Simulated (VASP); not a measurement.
YbAg, 2 atoms in the cell. The structure is tetragonal, space group P4/mmm (No. 123). The conventional cell has a = 3.495 Å, b = 3.495 Å, c = 3.679 Å, α = 90.00°, β = 90.00°, γ = 90.00°. Yb (site symmetry 4/mmm) has 8 Ag at 3.08 Å and 6 Yb at 3.49 to 3.68 Å within 4.1 Å. Ag (site symmetry 4/mmm) has 8 Yb at 3.08 Å and 6 Ag at 3.49 to 3.68 Å within 4.1 Å. 

```yaml
Program: VASP 6.6.1
Task: single point
Functional: PBEsol
Potentials_or_basis: VASP PAW PBE potentials, release 64 (Yb, Ag)
Cutoff: 520 eV
k_mesh: 9 × 9 × 9
Occupations: fermi-dirac, width 0.1 eV
Spin: no spin polarisation
Dipole_correction: no
Further_INCAR_settings: ALGO = Normal; EDIFF = 1e-07; NBANDS = 24
```

Potentials or basis: VASP PAW PBE potentials, release 64 (Yb, Ag).

Launch:

```sh
$ cat potpaw_PBE.64/Yb/POTCAR potpaw_PBE.64/Ag/POTCAR > POTCAR
$ mpirun -np 1 vasp_std > vasp.out
```

Hardware: 1 thread of Intel Xeon 8259CL, on a shared host.

**Question.** How long does it take, and how much memory?

**Answer.** Wall time 7.3 min on 1 thread of Intel Xeon 8259CL, with other jobs on the host, peak memory 0.24 GiB. Counts: scf iterations 28, k points 75.
